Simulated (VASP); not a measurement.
Runs of VASP 6.6.1 on BaLaS. The structure is that of space group P4/mmm (No. 123), or close to it. The cells are those of the table. 

```csv
task,cell,k mesh,cutoff (eV),gap on the mesh (eV),pressure (GPa)
single point,"a = 4.195, b = 4.195, c = 9.241 Å, 3 atoms",4 × 4 × 4,520,none,0.4
single point,"a = 4.211, b = 4.211, c = 9.246 Å, 3 atoms",12 × 12 × 6,520,none,0.3
relaxation of cell and atoms,"relaxed from a = 4.010, b = 4.010, c = 6.412 Å, 3 atoms",4 × 4 × 4,600,none,0.0
single point,"a = 4.010, b = 4.010, c = 6.412 Å, 3 atoms",4 × 4 × 4,520,none,(a)
```

Alike in all rows: level PBE; potentials or basis VASP PAW PBE potentials, release 64 (Ba_sv, La, S); no spin polarisation; smearing gaussian 0.1 eV.

Q: Estimate the missing entries.

A: (a) 8.8.

Caveats: some runs use coarse meshes; spin-orbit coupling is left out, which moves the levels of the heavy elements.

A k mesh can miss the band edges, and the runs leave out spin-orbit coupling on Ba, La.

A gap of «none» marks levels without a gap at the run's occupations.
